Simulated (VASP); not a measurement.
# Bi2Te3 (R-3m) in VASP: single point with PBE

Aim: the single point of Bi2Te3 with PBE.

Program: VASP 6.6.1. These are calculated values, not measurements. Logs are shortened: lines on timing, memory, paths and dates and some standing lists are left out, and cuts for length are marked.

**Measured values to compare with.**

From “Vacancy and Antisite-Induced Ferromagnetism in Liquid-Phase Exfoliated Bi2Te3”, 2024, arxiv:2412.10539, for a bulk crystal of Bi2Te3: band gap 0.17 eV.

How close the calculation comes is told below.

## Step 1: The cell of the first run

The structure is trigonal, space group R-3m (No. 166). The conventional cell has a = 4.386 Å, b = 4.386 Å, c = 30.497 Å, α = 90.00°, β = 90.00°, γ = 120.00°. Within 4.0 Å of Bi (site symmetry 3m) lie 6 Te at 3.07 to 3.25 Å. Te (site symmetry -3m) has 6 Bi at 3.25 Å within 4.3 Å. Te (site symmetry 3m) has 3 Bi at 3.07 Å and 3 Te at 3.64 Å within 4.0 Å.

## Step 2: Single point, PBE

File INCAR:

```
PREC = Accurate
ENCUT = 520
EDIFF = 1E-6
ISMEAR = 0
SIGMA = 0.1
LREAL = F
LASPH = T
NELM = 80
ALGO = Normal
ISIF = 2
LWAVE = F
LCHARG = F
GGA = PE
NBANDS = 32
```

File KPOINTS:

```
regular mesh
0
Gamma
  6 6 6
```

File POSCAR:

```
Bi2Te3
1.0
    2.1930005584      1.2661294627     10.1656700000
   -2.1930005584      1.2661294627     10.1656700000
    0.0000000000     -2.5322589254     10.1656700000
Bi Te
2 3
Direct
    0.4000000000      0.4000000000      0.4000000000
    0.6000000000      0.6000000000      0.6000000000
    0.0000000000      0.0000000000      0.0000000000
    0.2095000000      0.2095000000      0.2095000000
    0.7905000000      0.7905000000      0.7905000000
```

Potentials or basis: VASP PAW PBE potentials, release 64 (Bi_d, Te).

Launch:

```sh
> cat potpaw_PBE.64/Bi_d/POTCAR potpaw_PBE.64/Te/POTCAR > POTCAR
> mpirun -np 1 vasp_std > vasp.out
```

OUTCAR:

```text
PREC = Accurate
   ENCUT = 520
   EDIFF = 1E-6
   ISMEAR = 0
   LREAL = F
   LASPH = T
   NELM = 80
   ISIF = 2
   GGA = PE

 ion  position               nearest neighbor table
   1  0.400  0.400  0.400-   5 3.07   5 3.07   5 3.07   3 3.25   3 3.25   3 3.25
   2  0.600  0.600  0.600-   4 3.07   4 3.07   4 3.07   3 3.25   3 3.25   3 3.25
   3  0.000  0.000  0.000-   2 3.25   1 3.25   2 3.25   2 3.25   1 3.25   1 3.25
   4  0.209  0.209  0.209-   2 3.07   2 3.07   2 3.07   5 3.64   5 3.64   5 3.64
   5  0.791  0.791  0.791-   1 3.07   1 3.07   1 3.07   4 3.64   4 3.64   4 3.64

  LATTYP: Found a trigonal (rhomboedric) cell.
 ALAT       =    10.4763152785
 COS(alpha) =     0.9123624232

  Lattice vectors:

 A1 = (   2.1930005584,   1.2661294627,  10.1656700000)
 A2 = (  -2.1930005584,   1.2661294627,  10.1656700000)
 A3 = (   0.0000000000,  -2.5322589254,  10.1656700000)

Analysis of symmetry for initial positions (statically):
=====================================================================
 Subroutine PRICEL returns:
 Original cell was already a primitive cell.

 Routine SETGRP: Setting up the symmetry group for a
 trigonal (rhombohedral) supercell.

 Subroutine GETGRP returns: Found 12 space group operations
 (whereof 12 operations were pure point group operations)
 out of a pool of 12 trial point group operations.

The static configuration has the point symmetry D_3d.

Analysis of symmetry for dynamics (positions and initial velocities):
=====================================================================
 Subroutine PRICEL returns:
 Original cell was already a primitive cell.

 Routine SETGRP: Setting up the symmetry group for a
 trigonal (rhombohedral) supercell.

 Subroutine GETGRP returns: Found 12 space group operations
 (whereof 12 operations were pure point group operations)
 out of a pool of 12 trial point group operations.

The dynamic configuration has the point symmetry D_3d.

 Subroutine INISYM returns: Found 12 space group operations
 (whereof 12 operations are pure point group operations),
 and found     1 'primitive' translations

----------------------------------------------------------------------------------------

                                     Primitive cell

  volume of cell :     169.3574

  direct lattice vectors                    reciprocal lattice vectors
     2.193000558  1.266129463 10.165670000     0.227998118  0.131634775  0.032790100
    -2.193000558  1.266129463 10.165670000    -0.227998118  0.131634775  0.032790100
     0.000000000 -2.532258925 10.165670000     0.000000000 -0.263269550  0.032790100

  length of vectors
    10.476315278 10.476315278 10.476315278     0.265303687  0.265303687  0.265303687

  position of ions in fractional coordinates (direct lattice)
     0.400000000  0.400000000  0.400000000
     0.600000000  0.600000000  0.600000000
     0.000000000  0.000000000  0.000000000
     0.209500000  0.209500000  0.209500000
     0.790500000  0.790500000  0.790500000

  ion indices of the primitive-cell ions
   primitive index   ion index
                 1           1
                 2           2
                 3           3
                 4           4
                 5           5

----------------------------------------------------------------------------------------

 KPOINTS: regular mesh

Automatic generation of k-mesh.
 Grid dimensions read from file:
 generate k-points for:    6    6    6

 Generating k-lattice:

  Cartesian coordinates                     Fractional coordinates (reciprocal lattice)
     0.037999686  0.021939129  0.005465017     0.166666667  0.000000000 -0.000000000
    -0.037999686  0.021939129  0.005465017     0.000000000  0.166666667 -0.000000000
     0.000000000 -0.043878258  0.005465017    -0.000000000 -0.000000000  0.166666667

  Length of vectors
     0.044217281  0.044217281  0.044217281

  Shift w.r.t. Gamma in fractional coordinates (k-lattice)
     0.000000000  0.000000000  0.000000000

 Subroutine IBZKPT returns following result:
 ===========================================

 Found     32 irreducible k-points:

 Following reciprocal coordinates:
            Coordinates               Weight
  0.000000  0.000000  0.000000      1.000000
  0.166667 -0.000000 -0.000000      6.000000
  0.333333  0.000000 -0.000000      6.000000
  0.500000  0.000000 -0.000000      3.000000
  0.166667  0.166667 -0.000000      6.000000
  0.333333  0.166667  0.000000     12.000000
[... 16 lines left out ...]
  0.500000  0.500000  0.166667      6.000000
 -0.333333  0.500000  0.166667     12.000000
 [... further k-points ...]
   k-points           NKPTS =     32   k-points in BZ     NKDIM =     32   number of bands    NBANDS=     32
   number of dos      NEDOS =    301   number of ions     NIONS =      5
   total plane-waves  NPLWV = 512000
   dimension x,y,z NGX =    80 NGY =   80 NGZ =   80
   dimension x,y,z NGXF=   160 NGYF=  160 NGZF=  160
   ions per type =               2   3
   NGX,Y,Z   is equivalent  to a cutoff of  12.69, 12.69, 12.69 a.u.
   NGXF,Y,Z  is equivalent  to a cutoff of  25.39, 25.39, 25.39 a.u.
 SYSTEM =  unknown system
   PREC   = accura    normal or accurate (medium, high low for compatibility)
   ISTART =      0    job   : 0-new  1-cont  2-samecut
   ICHARG =      2    charge: 1-file 2-atom 10-const
   ISPIN  =      1    spin polarized calculation?
   LNONCOLLINEAR =      F non collinear calculations
   LSORBIT =      F    spin-orbit coupling
   LASPH  =      T    aspherical Exc in radial PAW
   ENCUT  =  520.0 eV  38.22 Ry    6.18 a.u.  19.48 19.48 19.48*2*pi/ulx,y,z
   NELM   =     80;   NELMIN=  2; NELMDL= -5     # of ELM steps
   EDIFF  = 0.1E-05   stopping-criterion for ELM
   LREAL  =      F    real-space projection
   EDIFFG = 0.1E-04   stopping-criterion for IOM
   NSW    =      0    number of steps for IOM
   IBRION =     -1    ionic relax: 0-MD 1-quasi-New 2-CG
   NFREE  =      0    steps in history (QN), initial steepest desc. (CG)
   ISIF   =      2    stress and relaxation
   ISYM   =      2    0-nonsym 1-usesym 2-fastsym
   POTIM  = 0.5000    time-step for ionic-motion
   TEBEG  =    0.0;   TEEND  =   0.0 temperature during run
   PSTRESS=    0.0 pullay stress
   NELECT =      48.0000    total number of electrons
   NUPDOWN=      -1.0000    fix difference up-down
   EMIN   =  10.00;   EMAX   =-10.00  energy-range for DOS
   EFERMI =   0.00;   METHOD = LEGACY
   ISMEAR =     0;   SIGMA  =   0.10  broadening in eV -4-tet -1-fermi 0-gaus
   EFERMI_NEDOS =   21; number of points for ismear=-14 and -15
   IALGO  =     38    algorithm
   IMIX   =      4    mixing-type and parameters
     AMIX     =   0.40;   BMIX     =  1.00
     AMIX_MAG =   1.60;   BMIX_MAG =  1.00
  volume/ion in A,a.u.               =      33.87       228.58
  Fermi-wavevector in a.u.,A,eV,Ry     =   1.075360  2.032136 15.733765  1.156399
  Thomas-Fermi vector in A             =   2.211214
   LORBIT       =      0    0 simple, 1 ext, 2 COOP (PROOUT), +10 PAW based schemes
   GGA     = PE    functional components
   LHFCALC =     F    Hartree Fock is set to
   AEXX    =    0.0000 exact exchange contribution
   IVDW    =     0    specifies the selected vdW correction
   LEPSILON=     F    determine dielectric tensor
   LRPA    =     F    only Hartree local field effects (RPA)
 non-spin polarized calculation
 Gauss-broadening in eV      SIGMA  =   0.10
  energy-cutoff  :      520.00
  volume of cell :      169.36
 maximum number of plane-waves:      4580
 NGX is ok and might be reduce to    80
   NGX = 39   NGY = 39   NGZ = 39

 number of electron      48.0000004 magnetization

 Free energy of the ion-electron system (eV)
  ---------------------------------------------------
  ext. energy  EPLUGINS =         0.00000000
  ---------------------------------------------------
  free energy    TOTEN  =       -18.33541713 eV

  energy without entropy =      -18.33534456  energy(sigma->0) =      -18.33538084

 E-fermi :   6.3638     XC(G=0):  -9.3291

 val. band max:        6.2232940931   @ k =   0.0000   0.0000   0.0000
 cond. band min:       6.5043542373   @ k =   0.0000   0.0000   0.0000
 fundamental gap:      0.2810601442
 Fermi energy:         6.3638339060

 k-point     1 :       0.0000    0.0000    0.0000
  band No.  band energies     occupation
      1     -16.9962      2.00000
      2     -16.9962      2.00000
      3     -16.9948      2.00000
      4     -16.9948      2.00000
      5     -16.9873      2.00000
      6     -16.9859      2.00000
[... 24 lines left out ...]
     31      11.0341      0.00000
     32      11.5563      0.00000

 k-point     2 :       0.1667   -0.0000   -0.0000
  band No.  band energies     occupation
      1     -16.9982      2.00000
      2     -16.9965      2.00000
      3     -16.9935      2.00000
      4     -16.9921      2.00000
      5     -16.9861      2.00000
      6     -16.9847      2.00000
[... 24 lines left out ...]
     31      10.3551      0.00000
     32      11.2219      0.00000

 k-point     3 :       0.3333    0.0000   -0.0000
  band No.  band energies     occupation
      1     -17.0033      2.00000
      2     -17.0009      2.00000
      3     -16.9905      2.00000
      4     -16.9885      2.00000
      5     -16.9884      2.00000
      6     -16.9863      2.00000
[... 24 lines left out ...]
     31      10.3409      0.00000
     32      11.3714      0.00000

 k-point     4 :       0.5000    0.0000   -0.0000
  band No.  band energies     occupation
      1     -17.0060      2.00000
      2     -17.0033      2.00000
      3     -16.9903      2.00000
      4     -16.9897      2.00000
      5     -16.9876      2.00000
      6     -16.9875      2.00000
[... 654 lines left out ...]
     31      10.1798      0.00000
     32      11.9994      0.00000

 k-point    23 :       0.5000    0.5000    0.1667
  band No.  band energies     occupation
      1     -17.0032      2.00000
      2     -17.0010      2.00000
      3     -16.9905      2.00000
      4     -16.9885      2.00000
      5     -16.9884      2.00000
      6     -16.9863      2.00000
[... 24 lines left out ...]
     31      10.2998      0.00000
     32      11.1803      0.00000

 k-point    24 :      -0.3333    0.5000    0.1667
  band No.  band energies     occupation
      1     -17.0027      2.00000
      2     -17.0006      2.00000
      3     -16.9924      2.00000
      4     -16.9897      2.00000
      5     -16.9874      2.00000
      6     -16.9856      2.00000
[... 24 lines left out ...]
     31      10.8995      0.00000
     32      11.5250      0.00000

 [... further k-points ...]
[... 5 lines left out ...]
  --------------------------------------------------------------------------------------
  -------------------------------------------------------------------------------------
  Total        2.0524964      2.0524964      1.8686652      0.0000000     -0.0000000      0.0000000
  in kB       19.4173012     19.4173012     17.6781968      0.0000000     -0.0000000      0.0000000
  external PRESSURE =      18.8375997 kB  Pullay stress =       0.0000000 kB

 VOLUME and BASIS-vectors are now :
 -----------------------------------------------------------------------------
  energy-cutoff  :      520.00
  volume of cell :      169.36
      direct lattice vectors                 reciprocal lattice vectors
     2.193000558  1.266129463 10.165670000     0.227998118  0.131634775  0.032790100
    -2.193000558  1.266129463 10.165670000    -0.227998118  0.131634775  0.032790100
     0.000000000 -2.532258925 10.165670000     0.000000000 -0.263269550  0.032790100

 POSITION                                       TOTAL-FORCE (eV/Angst)
 -----------------------------------------------------------------------------------
      0.00000      0.00000     12.19880         0.000000      0.000000      0.016219
      0.00000      0.00000     18.29821         0.000000     -0.000000     -0.016219
      0.00000      0.00000      0.00000         0.000000      0.000000     -0.000000
      0.00000      0.00000      6.38912         0.000000     -0.000000      0.024572
      0.00000      0.00000     24.10789         0.000000      0.000000     -0.024572
 -----------------------------------------------------------------------------------
    total drift:                               -0.000000     -0.000000     -0.000000

  FREE ENERGIE OF THE ION-ELECTRON SYSTEM (eV)
  ---------------------------------------------------
  free  energy   TOTEN  =       -18.3354171301 eV

  energy  without entropy=      -18.3353445561  energy(sigma->0) =      -18.33538084
```

Run time: 7.8 min. Hardware: 1 thread of Intel Xeon 6975P-C (Granite Rapids), shared host; peak memory 0.92 GiB.

Results:

```yaml
Free_energy: -18.3354 eV
Pressure: 1.9 GPa
Largest_force: 0.025 eV/Å
Band_gap_on_the_k_mesh: 0.28 eV, direct
```

Forces on the atoms (eV/Å):
```
Bi   0.000  0.000  0.016
Bi   0.000  0.000 -0.016
Te   0.000  0.000  0.000
Te   0.000  0.000  0.025
Te   0.000  0.000 -0.025
```

Levels at points of the mesh, in eV from the valence-band top:
```tsv
k point	band 21	band 22	band 23	band 24	band 25	band 26	band 27	band 28
(0.00, 0.00, 0.00)	-1.71	-0.87	-0.87	0.00	0.28	0.65	0.65	1.96
(0.50, 0.00, 0.00)	-2.92	-2.42	-0.92	-0.51	0.57	1.05	2.74	2.77
(0.50, 0.50, 0.00)	-2.00	-1.82	-1.56	-0.96	0.85	1.51	2.05	2.64
(0.50, 0.50, 0.50)	-1.42	-1.16	-1.16	-0.44	0.83	1.13	1.13	1.64
```

Caveat: spin-orbit coupling is left out, which moves the levels of the heavy elements.

## Step 3: How close it comes

Step 2. Against the measured gap of Bi2Te3, 0.17 eV (quoted in “Vacancy and Antisite-Induced Ferromagnetism in Liquid-Phase Exfoliated Bi2Te3”, 2024, arxiv:2412.10539), the calculated 0.28 eV is off by +0.11 eV. Spin-orbit coupling on Bi, Te is left out. The value is that of PBE on a finite k mesh, which can miss the band edges, without temperature or zero-point motion.
